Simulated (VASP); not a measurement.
A run of VASP 6.6.1:

The input INCAR:

```
PREC = Accurate ; ENCUT = 520
EDIFF = 1E-6 ; ISMEAR = 0
SIGMA = 0.15 ; LREAL = F
LASPH = T ; NELM = 100
ALGO = Normal ; ISIF = 2
LWAVE = F ; LCHARG = F
GGA = CA ; NBANDS = 8
```

Contents of KPOINTS:

```
regular mesh
0
Gamma
  30 30 26
```

POSCAR

```
Si
1.0
    2.5664115955      0.0000000000      0.0000000000
   -1.2832057978      2.2225776383      0.0000000000
    0.0000000000      0.0000000000      2.5524484683
Si
1
Direct
    0.0000000000      0.0000000000      0.0000000000
```

Potentials or basis: VASP PAW LDA potentials, release 64 (Si).

Command:

```bash
$ cat potpaw_LDA.64/Si/POTCAR > POTCAR
$ mpirun -np 1 vasp_std > vasp.out
```

Hardware: 1 thread of Intel(R) Xeon(R) Platinum 8259CL CPU @ 2.50GHz (Skylake/Cascade Lake) (shared host).

Question: Estimate the wall time of this run.

Answer: Wall time 91 s on 1 thread of Intel(R) Xeon(R) Platinum 8259CL CPU @ 2.50GHz (Skylake/Cascade Lake), with other jobs on the host, peak memory 0.21 GiB. Counts: scf iterations 9, k points 1274.
